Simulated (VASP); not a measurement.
# MnO (Fm-3m) in VASP: further runs

The runs below take MnO through single point, with HF, HSE06, PBE0.

Everything below comes from runs of VASP 6.6.1. Logs are shortened: lines on timing, memory, paths and dates and some standing lists are left out, and cuts for length are marked.

### Step 1. The cell of the first run

The structure is cubic, space group Fm-3m (No. 225). Conventional cell: a = 4.515 Å, b = 4.515 Å, c = 4.515 Å, α = 90.00°, β = 90.00°, γ = 90.00°. Mn (site symmetry m-3m) has 6 O at 2.26 Å within 3.0 Å. O (site symmetry m-3m) has 6 Mn at 2.26 Å within 3.0 Å.

### Step 2. Single point, HF, collinear spin, ferromagnetic start

Input file POSCAR:

```
MnO
1.0
    0.0000000000      2.2574772766      2.2574772766
    2.2574772766      0.0000000000      2.2574772766
    2.2574772766      2.2574772766      0.0000000000
Mn O
1 1
Direct
    0.0000000000      0.0000000000      0.0000000000
    0.5000000000      0.5000000000      0.5000000000
```

Input file INCAR.step1:

```
SYSTEM = MnO
  PREC = Accurate
  ENCUT = 520
  EDIFF = 1E-5
  ISMEAR = -1
  SIGMA = 0.05
  LREAL = .False.
  LASPH = .True.
  NELM = 150
  ALGO = Normal
  ISIF = 2
  LWAVE = .True.
  ISPIN = 2
  MAGMOM = 4 0
  LORBIT = 11
  LMAXMIX = 4
  NBANDS = 20
  GGA = PE
```

Input file INCAR.step2:

```
SYSTEM = MnO
  PREC = Accurate
  ENCUT = 520
  EDIFF = 1E-6
  ISMEAR = -1
  SIGMA = 0.05
  LREAL = .False.
  LASPH = .True.
  NELM = 150
  ALGO = Normal
  ISIF = 2
  LWAVE = .False.
  LCHARG = .True.
  ISPIN = 2
  MAGMOM = 4 0
  LORBIT = 11
  LMAXMIX = 4
  GGA = PE
  LHFCALC = .True.
  AEXX = 1.0
  ALDAC = 0.0
  AGGAC = 0.0
  PRECFOCK = Normal
  LELF = .True.
  LVHAR = .True.
  NBANDS = 20
  ISTART = 1
```

Input file KPOINTS:

```
Automatic mesh
0
Gamma
  5 5 5
  0 0 0
```

Potentials or basis: VASP PAW PBE potentials, release 64 (Mn_pv, O).

On the command line:

```bash
$ cat potpaw_PBE.64/Mn_pv/POTCAR potpaw_PBE.64/O/POTCAR > POTCAR
$ cp INCAR.step1 INCAR
$ mpirun -np 1 vasp_std > vasp.out
$ cp INCAR.step2 INCAR
$ mpirun -np 1 vasp_std > vasp.out
```

OUTCAR:

```text
SYSTEM = MnO
   PREC = Accurate
   ENCUT = 520
   EDIFF = 1E-6
   ISMEAR = -1
   LREAL = .False.
   LASPH = .True.
   NELM = 150
   ISIF = 2
   ISPIN = 2
   LORBIT = 11
   GGA = PE
   LHFCALC = .True.
   AEXX = 1.0
   PRECFOCK = Normal
   ISTART = 1

 ion  position               nearest neighbor table
   1  0.000  0.000  0.000-   2 2.26   2 2.26   2 2.26   2 2.26   2 2.26   2 2.26
   2  0.500  0.500  0.500-   1 2.26   1 2.26   1 2.26   1 2.26   1 2.26   1 2.26

  LATTYP: Found a face centered cubic cell.
 ALAT       =     4.5149545532

  Lattice vectors:

 A1 = (   0.0000000000,   2.2574772766,   2.2574772766)
 A2 = (   2.2574772766,   0.0000000000,   2.2574772766)
 A3 = (   2.2574772766,   2.2574772766,   0.0000000000)

Analysis of symmetry for initial positions (statically):
=====================================================================
 Subroutine PRICEL returns:
 Original cell was already a primitive cell.

 Routine SETGRP: Setting up the symmetry group for a
 face centered cubic supercell.

 Subroutine GETGRP returns: Found 48 space group operations
 (whereof 48 operations were pure point group operations)
 out of a pool of 48 trial point group operations.

The static configuration has the point symmetry O_h .

Analysis of symmetry for dynamics (positions and initial velocities):
=====================================================================
 Subroutine PRICEL returns:
 Original cell was already a primitive cell.

 Routine SETGRP: Setting up the symmetry group for a
 face centered cubic supercell.

 Subroutine GETGRP returns: Found 48 space group operations
 (whereof 48 operations were pure point group operations)
 out of a pool of 48 trial point group operations.

The dynamic configuration has the point symmetry O_h .

Analysis of structural, dynamic, and magnetic symmetry:
=====================================================================
 Subroutine PRICEL returns:
 Original cell was already a primitive cell.

 Routine SETGRP: Setting up the symmetry group for a
 face centered cubic supercell.

 Subroutine GETGRP returns: Found 48 space group operations
 (whereof 48 operations were pure point group operations)
 out of a pool of 48 trial point group operations.

The overall configuration has the point symmetry O_h .

 Subroutine INISYM returns: Found 48 space group operations
 (whereof 48 operations are pure point group operations),
 and found     1 'primitive' translations

----------------------------------------------------------------------------------------

                                     Primitive cell

  volume of cell :      23.0091

  direct lattice vectors                    reciprocal lattice vectors
     0.000000000  2.257477277  2.257477277    -0.221486172  0.221486172  0.221486172
     2.257477277  0.000000000  2.257477277     0.221486172 -0.221486172  0.221486172
     2.257477277  2.257477277  0.000000000     0.221486172  0.221486172 -0.221486172

  length of vectors
     3.192554981  3.192554981  3.192554981     0.383625303  0.383625303  0.383625303

  position of ions in fractional coordinates (direct lattice)
     0.000000000  0.000000000  0.000000000
     0.500000000  0.500000000  0.500000000

  ion indices of the primitive-cell ions
   primitive index   ion index
                 1           1
                 2           2

----------------------------------------------------------------------------------------

 KPOINTS: Automatic mesh

Automatic generation of k-mesh.
 Grid dimensions read from file:
 generate k-points for:    5    5    5

 Generating k-lattice:

  Cartesian coordinates                     Fractional coordinates (reciprocal lattice)
    -0.044297234  0.044297234  0.044297234     0.200000000  0.000000000  0.000000000
     0.044297234 -0.044297234  0.044297234     0.000000000  0.200000000  0.000000000
     0.044297234  0.044297234 -0.044297234     0.000000000  0.000000000  0.200000000

  Length of vectors
     0.076725061  0.076725061  0.076725061

  Shift w.r.t. Gamma in fractional coordinates (k-lattice)
     0.000000000  0.000000000  0.000000000

 Subroutine IBZKPT returns following result:
 ===========================================

 Found     10 irreducible k-points:

 Following reciprocal coordinates:
            Coordinates               Weight
  0.000000  0.000000  0.000000      1.000000
  0.200000  0.000000  0.000000      8.000000
  0.400000  0.000000  0.000000      8.000000
  0.200000  0.200000  0.000000      6.000000
  0.400000  0.200000  0.000000     24.000000
 -0.400000  0.200000  0.000000     24.000000
 -0.200000  0.200000  0.000000     12.000000
  0.400000  0.400000  0.000000      6.000000
 -0.400000  0.400000  0.000000     12.000000
 -0.400000  0.400000  0.200000     24.000000
   k-points           NKPTS =     10   k-points in BZ     NKDIM =    125   number of bands    NBANDS=     20
   number of dos      NEDOS =    301   number of ions     NIONS =      2
   total plane-waves  NPLWV =  13824
   dimension x,y,z NGX =    24 NGY =   24 NGZ =   24
   dimension x,y,z NGXF=    48 NGYF=   48 NGZF=   48
   ions per type =               1   1
   NGX,Y,Z   is equivalent  to a cutoff of  12.50, 12.50, 12.50 a.u.
   NGXF,Y,Z  is equivalent  to a cutoff of  25.00, 25.00, 25.00 a.u.
 SYSTEM =  MnO
   PREC   = accura    normal or accurate (medium, high low for compatibility)
   ISTART =      1    job   : 0-new  1-cont  2-samecut
   ICHARG =      0    charge: 1-file 2-atom 10-const
   ISPIN  =      2    spin polarized calculation?
   LNONCOLLINEAR =      F non collinear calculations
   LSORBIT =      F    spin-orbit coupling
   LASPH  =      T    aspherical Exc in radial PAW
   ENCUT  =  520.0 eV  38.22 Ry    6.18 a.u.   5.94  5.94  5.94*2*pi/ulx,y,z
   NELM   =    150;   NELMIN=  2; NELMDL=  0     # of ELM steps
   EDIFF  = 0.1E-05   stopping-criterion for ELM
   LREAL  =      F    real-space projection
   EDIFFG = 0.1E-04   stopping-criterion for IOM
   NSW    =      0    number of steps for IOM
   IBRION =     -1    ionic relax: 0-MD 1-quasi-New 2-CG
   NFREE  =      0    steps in history (QN), initial steepest desc. (CG)
   ISIF   =      2    stress and relaxation
   ISYM   =      3    0-nonsym 1-usesym 2-fastsym
   POTIM  = 0.5000    time-step for ionic-motion
   TEBEG  =    0.0;   TEEND  =   0.0 temperature during run
   PSTRESS=    0.0 pullay stress
   NELECT =      19.0000    total number of electrons
   NUPDOWN=      -1.0000    fix difference up-down
   EMIN   =  10.00;   EMAX   =-10.00  energy-range for DOS
   EFERMI =   0.00;   METHOD = LEGACY
   ISMEAR =    -1;   SIGMA  =   0.05  broadening in eV -4-tet -1-fermi 0-gaus
   EFERMI_NEDOS =   21; number of points for ismear=-14 and -15
   IALGO  =     38    algorithm
   IMIX   =      1    mixing-type and parameters
     AMIX     =   0.40;   BMIX     =  1.00
     AMIX_MAG =   1.60;   BMIX_MAG =  1.00
  volume/ion in A,a.u.               =      11.50        77.64
  Fermi-wavevector in a.u.,A,eV,Ry     =   1.535887  2.902406 32.095455  2.358949
  Thomas-Fermi vector in A             =   2.642613
   LORBIT       =     11    0 simple, 1 ext, 2 COOP (PROOUT), +10 PAW based schemes
   GGA     = PE    functional components
   LHFCALC =     T    Hartree Fock is set to
   PRECFOCK=normal    Normal, Fast or Accurate (Low or Medium for compatibility)
   ENCUT4O =  -1.0   cutoff for four orbital integrals eV
   NKREDX  =     1    reduce k-point grid by
   NKREDY  =     1    reduce k-point grid by
   NKREDZ  =     1    reduce k-point grid by
   AEXX    =    1.0000 exact exchange contribution
   HFSCREEN=    0.0000 screening length (either q_TF or 0.3 A-1)
   HFSCREENC=   0.0000 screening length for correlation (either q_TF or 0.3 A-1)
   ENCUTFOCK=  -1.0 apply spherical cutoff to Coloumb kernel
   IVDW    =     0    specifies the selected vdW correction
   LEPSILON=     F    determine dielectric tensor
   LRPA    =     F    only Hartree local field effects (RPA)
 spin polarized calculation
  energy-cutoff  :      520.00
  volume of cell :       23.01
 maximum number of plane-waves:       635
  NGX = 18; NGY = 18; NGZ = 18

 number of electron      18.9999997 magnetization       4.9997897

 Free energy of the ion-electron system (eV)
  ---------------------------------------------------
  ext. energy  EPLUGINS =         0.00000000
  ---------------------------------------------------
  free energy    TOTEN  =       -52.54303987 eV

  energy without entropy =      -52.54303987  energy(sigma->0) =      -52.54303987

 E-fermi :   1.8236     XC(G=0):   0.0000

 val. band max:        0.5570500642   @ k =   0.4000   0.0000   0.0000
 cond. band min:      11.5578208836   @ k =   0.0000   0.0000   0.0000
 fundamental gap:     11.0007708194
 Fermi energy:         1.8235543469

 spin component 1

 k-point     1 :       0.0000    0.0000    0.0000
  band No.  band energies     occupation
      1     -62.1583      1.00000
      2     -62.1582      1.00000
      3     -62.1582      1.00000
      4     -23.7515      1.00000
      5      -5.2992      1.00000
      6      -5.2992      1.00000
[... 12 lines left out ...]
     19      33.8755      0.00000
[... 190 lines left out ...]
      3     -62.1759      1.00000
      4     -22.7316      1.00000
      5      -6.7030      1.00000
      6      -6.5107      1.00000
[... 12 lines left out ...]
     19      40.0539      0.00000
     20      40.6221      0.00000
 Fermi energy:         1.8235543469

 spin component 2

 k-point     1 :       0.0000    0.0000    0.0000
  band No.  band energies     occupation
      1     -48.7667      1.00000
      2     -48.7667      1.00000
      3     -48.7667      1.00000
      4     -23.0164      1.00000
      5      -0.6835      1.00000
      6      -0.6835      1.00000
[... 12 lines left out ...]
     19      36.0116      0.00000
[... 191 lines left out ...]
      4     -21.8843      1.00000
      5      -4.1382      1.00000
      6      -2.9660      1.00000
[... 12 lines left out ...]
     19      40.9022      0.00000
     20      42.5541      0.00000

------------------------ aborting loop because EDIFF is reached ----------------------------------------

  FORCE on cell =-STRESS in cart. coord.  units (eV):
  Direction    XX          YY          ZZ          XY          YZ          ZX
  --------------------------------------------------------------------------------------
  -------------------------------------------------------------------------------------
  Total        0.1165005      0.1165005      0.1165005      0.0000000     -0.0000000      0.0000000
  in kB        8.1121911      8.1121911      8.1121911      0.0000000     -0.0000000      0.0000000
  external PRESSURE =       8.1121911 kB  Pullay stress =       0.0000000 kB

 VOLUME and BASIS-vectors are now :
 -----------------------------------------------------------------------------
  energy-cutoff  :      520.00
  volume of cell :       23.01
      direct lattice vectors                 reciprocal lattice vectors
     0.000000000  2.257477277  2.257477277    -0.221486172  0.221486172  0.221486172
     2.257477277  0.000000000  2.257477277     0.221486172 -0.221486172  0.221486172
     2.257477277  2.257477277  0.000000000     0.221486172  0.221486172 -0.221486172

 POSITION                                       TOTAL-FORCE (eV/Angst)
 -----------------------------------------------------------------------------------
      0.00000      0.00000      0.00000         0.000000      0.000000      0.000000
      2.25748      2.25748      2.25748        -0.000000     -0.000000     -0.000000
 -----------------------------------------------------------------------------------
    total drift:                                0.000000      0.000000     -0.000000

  FREE ENERGIE OF THE ION-ELECTRON SYSTEM (eV)
  ---------------------------------------------------
  free  energy   TOTEN  =       -52.5430398655 eV

  energy  without entropy=      -52.5430398655  energy(sigma->0) =      -52.54303987

 total charge

# of ion       s       p       d       tot
------------------------------------------
    1        0.162   6.148   4.935  11.245
    2        1.560   3.586   0.000   5.146
--------------------------------------------------
tot          1.722   9.734   4.935  16.391

 magnetization (x)

# of ion       s       p       d       tot
------------------------------------------
    1        0.012   0.008   4.710   4.730
    2        0.017   0.106   0.000   0.124
--------------------------------------------------
tot          0.029   0.114   4.710   4.853
```

It took 53 min on 1 thread of Intel Xeon 8259CL, shared host; peak memory 0.16 GiB.

Results:

```
Free energy                                           : -52.5430 eV
Pressure                                              : 0.8 GPa
Band gap on the k mesh                                : 11.00 eV (least direct gap 12.24 eV)
Net moment                                            : 5.00 μB per cell
Site moments                                          : Mn +4.73; O +0.12 μB
Valence electrons inside the program's atomic spheres : Mn 11.24; O 5.15
```

Levels at points of the mesh, in eV from the valence-band top:
Spin up:
```csv
k point,band 9,band 10,band 11,band 12,band 13,band 14,band 15,band 16
"(0.00, 0.00, 0.00)",-5.80,-2.15,-2.15,-2.15,11.00,26.15,28.49,28.49
```
Spin down:
```
           k point  band 4  band 5  band 6  band 7  band 8  band 9  band 10  band 11
(0.00, 0.00, 0.00)  -23.57   -1.24   -1.24   -1.24   12.48   17.44    17.44    17.44
```

Caveat: the k points lie up to 0.48 Å⁻¹ apart; the PAW data sets were made with another functional, which shifts forces and pressure a little; an odd mesh through Γ misses points on the zone boundary, where band edges can lie; a cell with one magnetic atom can't hold antiferromagnetic order, which such compounds often take.

(Part 1 of 3 ends here.)
